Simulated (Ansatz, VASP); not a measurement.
**Ge in VASP and in Ansatz**

Contents of POSCAR:

```
Ge
1.0
    3.9357139709      0.0000000000      0.0000000000
   -1.9678569854      3.4084282808      0.0000000000
    0.0000000000      0.0000000000      6.8007922874
Ge
4
Direct
    0.6666666667      0.3333333333      0.0629814339
    0.3333333333      0.6666666667      0.5629814339
    0.6666666667      0.3333333333      0.4370185661
    0.3333333333      0.6666666667      0.9370185661
```

The input INCAR.step1:

```
PREC = Accurate
ENCUT = 520
ISMEAR = 0
SIGMA = 0.03
LREAL = F
LASPH = T
NELM = 60
NBANDS = 36
GGA = PE
ALGO = Normal
EDIFF = 1E-4
LWAVE = T
LCHARG = F
```

Contents of INCAR.step2:

```
PREC = Accurate
ENCUT = 520
EDIFF = 1E-6
ISMEAR = 0
SIGMA = 0.03
LREAL = F
LASPH = T
NELM = 60
ALGO = Normal
ISIF = 2
LWAVE = F
LCHARG = F
METAGGA = R2SCAN
LMIXTAU = T
NBANDS = 36
ISTART = 1
```

KPOINTS

```
regular mesh
0
Gamma
  12 12 6
```

Input for Ansatz:

```yaml
crystal:
  lattice:
    - [3.9357139709, 0.0, 0.0]
    - [-1.9678569854, 3.4084282808, 0.0]
    - [0.0, 0.0, 6.8007922874]
  atoms:
    - { symbol: Ge, position: [0.6666666667, 0.3333333333, 0.0629814339] }
    - { symbol: Ge, position: [0.3333333333, 0.6666666667, 0.5629814339] }
    - { symbol: Ge, position: [0.6666666667, 0.3333333333, 0.4370185661] }
    - { symbol: Ge, position: [0.3333333333, 0.6666666667, 0.9370185661] }
basis:
  ecutwfc: 500
kpoints:
  mp_grid: { grid: [12, 12, 6] }
hamiltonian:
  xc: r2scan
scf:
  occupations: { method: gaussian, width: 0.03 }
output:
  forces: true
  stress: true
  eigenvalues: true
```

Change from the starting cell: strain -0.015 along x and y, +0.030 along z, atoms carried along.

Alike in both runs: task single point; functional r2SCAN; k mesh 12 × 12 × 6; occupations gaussian, width 0.03 eV; no spin polarisation.

|  | VASP | Ansatz |
| --- | --- | --- |
| version | VASP 6.6.1 | Ansatz 0.2.0 |
| potentials or method | VASP PAW PBE potentials, release 64 (Ge_d), cutoff 520 eV | scalar-relativistic, plane waves, PAW |
| valence electrons in the cell | 56 | 56 |

|  | VASP | Ansatz | Ansatz less VASP |
| --- | --- | --- | --- |
| gap on the k mesh at the Fermi level (eV) | none | none | - |
| pressure (GPa) | 0.4 | 0.3 | -0.03 |
| traceless stress, the component that is largest in VASP (GPa) | -5.26 | -5.28 | -0.011 |
| rms of the force components (eV/Å) | 0.200 | 0.193 | -0.0067 |

VASP's potentials were made for PBE, not for r2SCAN. Atom by atom the forces differ by 0.007 eV/Å (rms over components). A gap of «none» marks a metal or a gap that the smearing closes.
